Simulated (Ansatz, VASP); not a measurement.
Hf in VASP and in Ansatz

INCAR

```
SYSTEM = Hf
  PREC = Accurate
  ENCUT = 520
  EDIFF = 1E-6
  ISMEAR = -1
  SIGMA = 0.05
  LREAL = .FALSE.
  LASPH = .TRUE.
  NELM = 80
  ALGO = Normal
  ISIF = 2
  LWAVE = .FALSE.
  LCHARG = .FALSE.
  GGA = PE
  NBANDS = 11
```

File KPOINTS:

```
regular mesh
0
G
  14 14 14
  0 0 0
```

Contents of POSCAR:

```
Hf
1.0
   -1.8109967218      1.8109967218      1.8109967218
    1.8109967218     -1.8109967218      1.8109967218
    1.8109967218      1.8109967218     -1.8109967218
Hf
1
Direct
    0.0000000000      0.0000000000      0.0000000000
```

Input for Ansatz:

```yaml
crystal:
  lattice:
    - [-1.8109967218, 1.8109967218, 1.8109967218]
    - [1.8109967218, -1.8109967218, 1.8109967218]
    - [1.8109967218, 1.8109967218, -1.8109967218]
  atoms:
    - { symbol: Hf, position: [0.0, 0.0, 0.0] }
kpoints:
  mp_grid: { grid: [14, 14, 14] }
  band_path:
    path:
      - [0.0, 0.0, 0.0]
      - [0.5, -0.5, 0.5]
      - [0.0, 0.0, 0.5]
      - [0.0, 0.0, 0.0]
      - [0.25, 0.25, 0.25]
      - [0.5, -0.5, 0.5]
      - [0.25, 0.25, 0.25]
      - [0.0, 0.0, 0.5]
    npoints: 5
scf:
  occupations: { method: fermi_dirac, width: 0.05 }
hamiltonian:
  xc: pbe
  pseudopotentials: { kind: all_electron, lapw: { basis_error: 0.0005 } }
output:
  forces: true
  stress: true
  eigenvalues: true
```

Change from the starting cell: volume scaled by 1.01.

Alike in both runs: task single point; functional PBE; k mesh 14 × 14 × 14; occupations fermi-dirac, width 0.05 eV; no spin polarisation.

|  | VASP | Ansatz |
| --- | --- | --- |
| version | VASP 6.6.1 | Ansatz 0.2.0 |
| potentials or method | VASP PAW PBE potentials, release 64 (Hf_pv), cutoff 520 eV | all-electron LAPW, scalar-relativistic |

|  | VASP | Ansatz | Ansatz less VASP |
| --- | --- | --- | --- |
| pressure (GPa) | -6.1 | -5.7 | +0.37 |

Ansatz ran all-electron here, and VASP with PAW potentials.

Spin-orbit coupling is off throughout.
